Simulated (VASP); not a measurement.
Crystal: Pt9Au7.

```
CELL_PARAMETERS angstrom
-4.05345 4.05345 -4.05345
4.05345 4.05345 4.05345
4.05345 -4.05345 -4.05345
ATOMIC_POSITIONS crystal
Pt 0.25187 0.00228 0.74625
Pt 0.99429 0.24416 0.74750
Pt 0.75100 0.50109 0.75995
Pt 0.24954 0.24612 0.49913
Pt 0.99673 0.49943 0.49994
Pt 0.49964 0.24447 0.24340
Pt 0.00127 0.00381 0.00438
Pt 0.75288 0.24696 0.99975
Pt 0.25118 0.74882 0.99940
Au 0.49517 0.99676 0.49694
Au 0.49951 0.75315 0.75409
Au 0.75416 0.99993 0.25559
Au 0.75469 0.75149 0.50338
Au 0.25307 0.50506 0.25286
Au 0.99969 0.74762 0.24574
Au 0.50127 0.50420 0.00473
```

```yaml
Program: VASP 6.6.1
Task: relaxation of cell and atoms
Functional: PBE
Potentials_or_basis: VASP PAW PBE potentials, release 64 (Pt, Au)
Cutoff: 600 eV
k_mesh: 2 × 2 × 2, shifted
Occupations: gaussian, width 0.1 eV
Spin: no spin polarisation
```

At the start: pressure -1.8 GPa; volume 16.65 Å³/atom.

Question: Where does the relaxation end?

Answer: Over 11 steps the energy falls by 15.9 meV/atom and the volume is 16.50 Å³/atom (-0.9 %); space group C2 (No. 5, to 0.1 Å) before, Fmm2 (No. 42, to 0.1 Å).

The path:
| step | energy change (eV) | largest force (eV/Å) | pressure (GPa) | volume (Å³) |
| --- | --- | --- | --- | --- |
| 1 | 0.0000 | 1.0239 | -1.76 | 266.40 |
| 2 | -0.1527 | 0.4376 | 3.61 | 259.39 |
| 3 | -0.1561 | 0.5231 | 2.86 | 260.26 |
| 4 | -0.2376 | 0.2321 | -0.28 | 264.57 |
| 5 | -0.2391 | 0.1915 | 0.05 | 264.05 |
| 6 | -0.2455 | 0.1213 | -0.12 | 264.25 |
| 7 | -0.2509 | 0.0939 | -0.46 | 264.66 |
| 8 | -0.2517 | 0.0690 | 0.65 | 263.23 |
| 9 | -0.2527 | 0.0762 | 0.17 | 263.84 |
| 10 | -0.2541 | 0.0458 | 0.12 | 263.94 |
| 11 | -0.2548 | 0.0341 | 0.04 | 264.07 |

Final structure:
```
Pt Au
1.0
    -4.04854    4.04590   -4.00431
     4.07573    4.07250    4.00368
     4.04835   -4.04527   -4.00346
Pt Au
9 7
Direct
  0.25157 0.00434 0.75745
  0.00253 0.25311 0.75345
  0.75244 0.49479 0.74734
  0.25167 0.25009 0.50203
  0.99691 0.49436 0.50318
  0.49974 0.24643 0.24947
  0.00837 0.00476 0.00259
  0.75120 0.24964 0.00167
  0.23832 0.74988 0.98889
  0.49957 0.00193 0.50064
  0.50091 0.75046 0.75255
  0.75131 0.00157 0.25014
  0.75464 0.74971 0.50545
  0.24737 0.49771 0.24955
  0.00119 0.74917 0.25093
  0.49821 0.49738 0.99770
```

Caveat: the k points lie up to 0.55 Å⁻¹ apart in the final cell, too coarse for converged energies and pressures of a metal.
